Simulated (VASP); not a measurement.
## NaH: single point with r2SCAN

The system is NaH.

```
CELL_PARAMETERS angstrom
0.00000 2.45048 2.49998
2.45048 0.00000 2.49998
2.45048 2.45048 0.00000
ATOMIC_POSITIONS crystal
Na 0.00000 0.00000 0.00000
H 0.50000 0.50000 0.50000
```

This cell differs from its parent crystal: volume 15.012 Å^3 an atom, c/a of the conventional cell 1.0202.

```json
{
 "Program": "VASP 6.6.1",
 "Task": "single point",
 "Functional": "r2SCAN",
 "Potentials or basis": "VASP PAW PBE potentials, release 64 (Na_pv, H)",
 "Cutoff": "520 eV",
 "k mesh": "10 × 10 × 10",
 "Occupations": "fermi-dirac, width 0.2 eV",
 "Spin": "no spin polarisation"
}
```

| Property | Result |
| --- | --- |
| Pressure | -2.0 GPa |
| Band gap on the k mesh | 4.26 eV, indirect (least direct gap 5.06 eV) |

Stress tensor (GPa, compression positive):
```
-1.82  0.00  0.00
 0.00 -1.82  0.00
 0.00  0.00 -2.22
```

Levels at points of the mesh, in eV from the valence-band top:
```csv
k point,band 1,band 2,band 3,band 4,band 5,band 6,band 7,band 8,band 9
"(0.00, 0.00, 0.00)",-23.03,-23.02,-23.02,-3.39,10.87,15.82,15.92,15.92,16.63
"(0.50, 0.00, 0.00)",-23.09,-23.03,-23.03,-0.81,4.26,11.24,13.37,13.67,16.74
"(0.50, 0.50, 0.00)",-23.09,-23.04,-23.04,-0.22,4.90,10.60,11.16,11.16,12.46
"(0.50, 0.00, 0.50)",-23.08,-23.05,-23.05,-0.13,5.13,10.40,10.90,10.92,12.37
```

Run time: 64 s on 1 thread of Intel(R) Xeon(R) 6975P-C (Granite Rapids), with other jobs on the host, peak memory 0.17 GiB.

Caveat: the PAW data sets were made with another functional, which shifts forces and pressure a little. A k mesh can miss the band edges.
